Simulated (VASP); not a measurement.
SiC, 8 atoms in the cell. The structure is trigonal, space group P3m1 (No. 156). Conventional cell: a = 3.078 Å, b = 3.078 Å, c = 11.077 Å, α = 90.00°, β = 90.00°, γ = 120.00°. Si (site symmetry 3m) has 3 C at 1.89 Å within 2.5 Å. Within 2.5 Å of Si (site symmetry 3m) lie 4 C at 1.89 Å. Si (site symmetry 3m) has 4 C at 1.88 to 1.89 Å within 2.5 Å. Within 2.5 Å of Si (site symmetry 3m) lie 4 C at 1.88 to 1.89 Å. C (site symmetry 3m) has 3 Si at 1.88 Å within 2.5 Å. C (site symmetry 3m) has 4 Si at 1.88 to 1.89 Å within 2.5 Å. C (site symmetry 3m) has 4 Si at 1.89 Å within 2.5 Å. Within 2.5 Å of C (site symmetry 3m) lie 4 Si at 1.89 Å.  This cell differs from its parent crystal: the distance across one plane changed.

| Item | Value |
| --- | --- |
| Program | VASP 6.6.1 |
| Task | single point |
| Functional | r2SCAN |
| Potentials or basis | VASP PAW PBE potentials, release 64 (Si, C) |
| Cutoff | 520 eV |
| k mesh | 8 × 8 × 3 |
| Occupations | gaussian, width 0.05 eV |
| Spin | no spin polarisation |
| Dipole correction | no |
| Further INCAR settings | ALGO = Normal; EDIFF = 1e-06; NBANDS = 26 |

Potentials or basis: VASP PAW PBE potentials, release 64 (Si, C).

Run with:

```console
$ cat potpaw_PBE.64/Si/POTCAR potpaw_PBE.64/C/POTCAR > POTCAR
$ cp INCAR.step1 INCAR
$ mpirun -np 1 vasp_std > vasp.out
$ cp INCAR.step2 INCAR
$ mpirun -np 1 vasp_std > vasp.out
```

Hardware: 1 thread of AMD EPYC 9R45 96-Core Processor (Zen 5), with other jobs on the host.

Problem. How long does it take, and how much memory?

Solution. Run time: 2.8 min on 1 thread of AMD EPYC 9R45 96-Core Processor (Zen 5) (shared host), peak memory 0.2 GiB. Counts: k points 25.
